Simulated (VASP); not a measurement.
# AlRu (Pm-3m) in VASP: further runs, part 3 of 3

VASP 6.6.1. The steps go on from the part before.

### 5 Relaxation of cell and atoms, LDA

INCAR

```
SYSTEM = AlRu
PREC = Accurate
ENCUT = 600
EDIFF = 1E-7
ISMEAR = 0
SIGMA = 0.1
LREAL = .FALSE.
LASPH = .TRUE.
NELM = 60
ALGO = Normal
ISIF = 3
LWAVE = .FALSE.
LCHARG = .FALSE.
IBRION = 2
NSW = 100
EDIFFG = -0.005
```

KPOINTS

```
regular mesh
0
G
  14 14 14
  0 0 0
```

POSCAR

```
AlRu
1.0
    2.9542402631      0.0000000000      0.0000000000
    0.0000000000      2.9542402631      0.0000000000
    0.0000000000      0.0000000000      2.9542402631
Al Ru
1 1
Direct
    0.0000000000      0.0000000000      0.0000000000
    0.5000000000      0.5000000000      0.5000000000
```

Potentials or basis: VASP PAW LDA potentials, release 64 (Al, Ru_pv).

Launch:

```
> cat potpaw_LDA.64/Al/POTCAR potpaw_LDA.64/Ru_pv/POTCAR > POTCAR
> mpirun -np 1 vasp_std > vasp.out
```

OUTCAR:

```text
SYSTEM = AlRu
   PREC = Accurate
   ENCUT = 600
   EDIFF = 1E-7
   ISMEAR = 0
   LREAL = .FALSE.
   LASPH = .TRUE.
   NELM = 60
   ISIF = 3
   IBRION = 2
   NSW = 100
   EDIFFG = -0.005

 ion  position               nearest neighbor table
   1  0.000  0.000  0.000-   2 2.56   2 2.56   2 2.56   2 2.56   2 2.56   2 2.56   2 2.56   2 2.56

   2  0.500  0.500  0.500-   1 2.56   1 2.56   1 2.56   1 2.56   1 2.56   1 2.56   1 2.56   1 2.56

  LATTYP: Found a simple cubic cell.
 ALAT       =     2.9542402631

  Lattice vectors:

 A1 = (   2.9542402631,   0.0000000000,   0.0000000000)
 A2 = (   0.0000000000,   2.9542402631,   0.0000000000)
 A3 = (   0.0000000000,   0.0000000000,   2.9542402631)

Analysis of symmetry for initial positions (statically):
=====================================================================
 Subroutine PRICEL returns:
 Original cell was already a primitive cell.

 Routine SETGRP: Setting up the symmetry group for a
 simple cubic supercell.

 Subroutine GETGRP returns: Found 48 space group operations
 (whereof 48 operations were pure point group operations)
 out of a pool of 48 trial point group operations.

The static configuration has the point symmetry O_h .

Analysis of symmetry for dynamics (positions and initial velocities):
=====================================================================
 Subroutine PRICEL returns:
 Original cell was already a primitive cell.

 Routine SETGRP: Setting up the symmetry group for a
 simple cubic supercell.

 Subroutine GETGRP returns: Found 48 space group operations
 (whereof 48 operations were pure point group operations)
 out of a pool of 48 trial point group operations.

The dynamic configuration has the point symmetry O_h .

 Subroutine INISYM returns: Found 48 space group operations
 (whereof 48 operations are pure point group operations),
 and found     1 'primitive' translations

----------------------------------------------------------------------------------------

                                     Primitive cell

  volume of cell :      25.7832

  direct lattice vectors                    reciprocal lattice vectors
     2.954240263  0.000000000  0.000000000     0.338496504  0.000000000  0.000000000
     0.000000000  2.954240263  0.000000000     0.000000000  0.338496504  0.000000000
     0.000000000  0.000000000  2.954240263     0.000000000  0.000000000  0.338496504

  length of vectors
     2.954240263  2.954240263  2.954240263     0.338496504  0.338496504  0.338496504

  position of ions in fractional coordinates (direct lattice)
     0.000000000  0.000000000  0.000000000
     0.500000000  0.500000000  0.500000000

  ion indices of the primitive-cell ions
   primitive index   ion index
                 1           1
                 2           2

----------------------------------------------------------------------------------------

 KPOINTS: regular mesh

Automatic generation of k-mesh.
 Grid dimensions read from file:
 generate k-points for:   14   14   14

 Generating k-lattice:

[... 50 lines left out ...]
   NGXF,Y,Z  is equivalent  to a cutoff of  27.01, 27.01, 27.01 a.u.
 SYSTEM =  AlRu
   PREC   = accura    normal or accurate (medium, high low for compatibility)
   ISTART =      0    job   : 0-new  1-cont  2-samecut
   ICHARG =      2    charge: 1-file 2-atom 10-const
   ISPIN  =      1    spin polarized calculation?
   LNONCOLLINEAR =      F non collinear calculations
   LSORBIT =      F    spin-orbit coupling
   LASPH  =      T    aspherical Exc in radial PAW
   ENCUT  =  600.0 eV  44.10 Ry    6.64 a.u.   5.90  5.90  5.90*2*pi/ulx,y,z
   NELM   =     60;   NELMIN=  2; NELMDL= -5     # of ELM steps
   EDIFF  = 0.1E-06   stopping-criterion for ELM
   LREAL  =      F    real-space projection
   EDIFFG = -.5E-02   stopping-criterion for IOM
   NSW    =    100    number of steps for IOM
   IBRION =      2    ionic relax: 0-MD 1-quasi-New 2-CG
   NFREE  =      1    steps in history (QN), initial steepest desc. (CG)
   ISIF   =      3    stress and relaxation
   ISYM   =      2    0-nonsym 1-usesym 2-fastsym
   POTIM  = 0.5000    time-step for ionic-motion
   TEBEG  =    0.0;   TEEND  =   0.0 temperature during run
   PSTRESS=    0.0 pullay stress
   NELECT =      17.0000    total number of electrons
   NUPDOWN=      -1.0000    fix difference up-down
   EMIN   =  10.00;   EMAX   =-10.00  energy-range for DOS
   EFERMI =   0.00;   METHOD = LEGACY
   ISMEAR =     0;   SIGMA  =   0.10  broadening in eV -4-tet -1-fermi 0-gaus
   EFERMI_NEDOS =   21; number of points for ismear=-14 and -15
   IALGO  =     38    algorithm
   IMIX   =      4    mixing-type and parameters
     AMIX     =   0.40;   BMIX     =  1.00
     AMIX_MAG =   1.60;   BMIX_MAG =  1.00
  volume/ion in A,a.u.               =      12.89        87.00
  Fermi-wavevector in a.u.,A,eV,Ry     =   1.424881  2.692635 27.623724  2.030286
  Thomas-Fermi vector in A             =   2.545325
   LORBIT       =      0    0 simple, 1 ext, 2 COOP (PROOUT), +10 PAW based schemes
   GGA     = CA    functional components
   LHFCALC =     F    Hartree Fock is set to
   AEXX    =    0.0000 exact exchange contribution
   IVDW    =     0    specifies the selected vdW correction
   LEPSILON=     F    determine dielectric tensor
   LRPA    =     F    only Hartree local field effects (RPA)
 conjugate gradient relaxation of ions
 non-spin polarized calculation
 Gauss-broadening in eV      SIGMA  =   0.10
  energy-cutoff  :      600.00
  volume of cell :       25.78
 maximum number of plane-waves:       912
 NGX is ok and might be reduce to    24
   NGX = 11   NGY = 11   NGZ = 11

--------------------------------------- Ionic step        1  -------------------------------------------

 number of electron      16.9999998 magnetization

 Free energy of the ion-electron system (eV)
  ---------------------------------------------------
  ext. energy  EPLUGINS =         0.00000000
  ---------------------------------------------------
  free energy    TOTEN  =       -16.18137288 eV

  energy without entropy =      -16.17236680  energy(sigma->0) =      -16.17686984

------------------------ aborting loop because EDIFF is reached ----------------------------------------

  FORCE on cell =-STRESS in cart. coord.  units (eV):
  Direction    XX          YY          ZZ          XY          YZ          ZX
  --------------------------------------------------------------------------------------
  -------------------------------------------------------------------------------------
  Total        0.0785521      0.0785521      0.0785521      0.0000000      0.0000000     -0.0000000
  in kB        4.8812511      4.8812511      4.8812511      0.0000000      0.0000000     -0.0000000
  external PRESSURE =       4.8812511 kB  Pullay stress =       0.0000000 kB
[... 59 lines left out ...]
--------------------------------------- Ionic step        3  -------------------------------------------

 number of electron      16.9999998 magnetization

 Free energy of the ion-electron system (eV)
  ---------------------------------------------------
  ext. energy  EPLUGINS =         0.00000000
  ---------------------------------------------------
  free energy    TOTEN  =       -16.18145333 eV

  energy without entropy =      -16.17242114  energy(sigma->0) =      -16.17693723

 E-fermi :  11.0244     XC(G=0): -12.9767

 val. band max:       11.0074768489   @ k =   0.0714   0.0714   0.0714
 cond. band min:      11.0295387244   @ k =   0.5000   0.2857   0.1429
 fundamental gap:      0.0220618755
 Fermi energy:        11.0244417857

 k-point     1 :       0.0000    0.0000    0.0000
  band No.  band energies     occupation
      1     -30.5523      2.00000
      2     -30.5523      2.00000
      3     -30.5523      2.00000
      4       1.1575      2.00000
      5       7.2372      2.00000
      6       7.2372      2.00000
      7      11.2246      0.00464
      8      11.2246      0.00464
      9      11.2246      0.00464
     10      17.2229      0.00000
     11      17.2229      0.00000
     12      17.2229      0.00000
[... 331 lines left out ...]
 k-point    24 :       0.3571    0.2143    0.0000
  band No.  band energies     occupation
      1     -30.7394      2.00000
      2     -30.6277      2.00000
      3     -30.5271      2.00000
      4       4.0747      2.00000
      5       6.9473      2.00000
      6       8.3375      2.00000
      7       9.3281      2.00000
      8       9.7740      2.00000
      9      10.6702      2.00000
     10      13.7865      0.00000
     11      17.5837      0.00000
     12      20.0602      0.00000

 [... further k-points ...]

------------------------ aborting loop because EDIFF is reached ----------------------------------------

  FORCE on cell =-STRESS in cart. coord.  units (eV):
  Direction    XX          YY          ZZ          XY          YZ          ZX
  --------------------------------------------------------------------------------------
  -------------------------------------------------------------------------------------
  Total       -0.0002149     -0.0002149     -0.0002149      0.0000000      0.0000000     -0.0000000
  in kB       -0.0133266     -0.0133266     -0.0133266      0.0000000      0.0000000     -0.0000000
  external PRESSURE =      -0.0133266 kB  Pullay stress =       0.0000000 kB
[... 17 lines left out ...]
  FREE ENERGIE OF THE ION-ELECTRON SYSTEM (eV)
  ---------------------------------------------------
  free  energy   TOTEN  =       -16.1814533289 eV

  energy  without entropy=      -16.1724211392  energy(sigma->0) =      -16.17693723

 reached required accuracy - stopping structural energy minimisation
```

OSZICAR:

```text
N       E                     dE             d eps       ncg     rms          rms(c)
DAV:   1     0.126308975027E+03    0.12631E+03   -0.10512E+04  2920   0.149E+03
DAV:   2    -0.142551583653E+02   -0.14056E+03   -0.13502E+03  3052   0.376E+02
DAV:   3    -0.168612515463E+02   -0.26061E+01   -0.25512E+01  3416   0.522E+01
[... 22 lines left out ...]
DAV:   3    -0.161814603263E+02    0.48637E-03   -0.16083E-03  3016   0.478E-01    0.509E-02
DAV:   4    -0.161814523285E+02    0.79978E-05   -0.13604E-04  3000   0.903E-02    0.115E-02
DAV:   5    -0.161814530113E+02   -0.68277E-06   -0.38157E-06  3448   0.190E-02    0.980E-03
DAV:   6    -0.161814533412E+02   -0.32991E-06   -0.13756E-06  3160   0.120E-02    0.728E-04
DAV:   7    -0.161814533289E+02    0.12337E-07   -0.48705E-08  1900   0.216E-03
   3 F= -.16181453E+02 E0= -.16176937E+02  d E =-.804532E-04
```

CONTCAR:

```text
AlRu
   1.00000000000000
     2.9562845262261463    0.0000000000000000   -0.0000000000000000
     0.0000000000000000    2.9562845262261463    0.0000000000000000
    -0.0000000000000000    0.0000000000000000    2.9562845262261463
  Al              Ru
     1     1
Direct
     0.0000000000000000    0.0000000000000000    0.0000000000000000
     0.5000000000000000    0.5000000000000000    0.5000000000000000

  0.00000000E+00  0.00000000E+00  0.00000000E+00
  0.00000000E+00  0.00000000E+00  0.00000000E+00
```

It took 63 s on 1 thread of Intel Xeon 8259CL, shared host; peak memory 0.17 GiB.

Results:

```
Free energy                           : -16.1815 eV
Relaxed volume                        : 12.92 Å³/atom
Relaxed cell                          : a = 2.956 Å, b = 2.956 Å, c = 2.956 Å, α = 90.00°, β = 90.00°, γ = 90.00°
Space group after relaxing (to 0.1 Å) : Pm-3m (No. 221)
Energy gained by relaxing             : 0.0 meV/atom
Ionic steps                           : 3
Pressure after relaxing               : 0.0 GPa
Band gap on the k mesh                : zero (an odd number of electrons rules out a gap without spin polarisation)
```

Final structure:
```xyz
2
Lattice="2.9563 0.0000 0.0000 0.0000 2.9563 0.0000 0.0000 0.0000 2.9563" Properties=species:S:1:pos:R:3 pbc="T T T"
Al    0.0000    0.0000    0.0000
Ru    1.4781    1.4781    1.4781
```

Levels at points of the mesh, in eV from the Fermi level:
```
           k point  band 7  band 8  band 9  band 10  band 11  band 12
(0.00, 0.00, 0.00)    0.20    0.20    0.20     6.20     6.20     6.20
(0.50, 0.00, 0.00)   -1.68   -1.68    0.47     2.40     7.48    11.17
(0.50, 0.50, 0.00)   -1.36   -1.23   -1.23     1.61     5.51     6.60
(0.50, 0.50, 0.50)    1.71    1.71    2.70     4.22     4.22     4.22
```

### 6 The runs side by side

| task | cell | k mesh | cutoff (eV) | smearing | gap on the mesh (eV) | pressure (GPa) |
| --- | --- | --- | --- | --- | --- | --- |
| single point | a = 2.954 Å, 2 atoms, atomic positions A | 12 × 12 × 12 | 520 | gaussian 0.15 eV | none | 0.5 |
| single point | a = 2.954 Å, 2 atoms, atomic positions A | 14 × 14 × 14 | 520 | gaussian 0.1 eV | none | 0.6 |
| single point | a = 5.116 Å, angles 109.5°, 8 atoms, atomic positions B | 8 × 8 × 8 | 520 | gaussian 0.15 eV | none | 0.6 |
| relaxation of cell and atoms | relaxed from a = 2.954 Å, 2 atoms, atomic positions A | 14 × 14 × 14 | 600 | gaussian 0.1 eV | none | 0.0 |

Alike in all rows: level LDA; potentials or basis VASP PAW LDA potentials, release 64 (Al, Ru_pv); no spin polarisation.

Absolute energies hang on the potentials; compare differences alone.
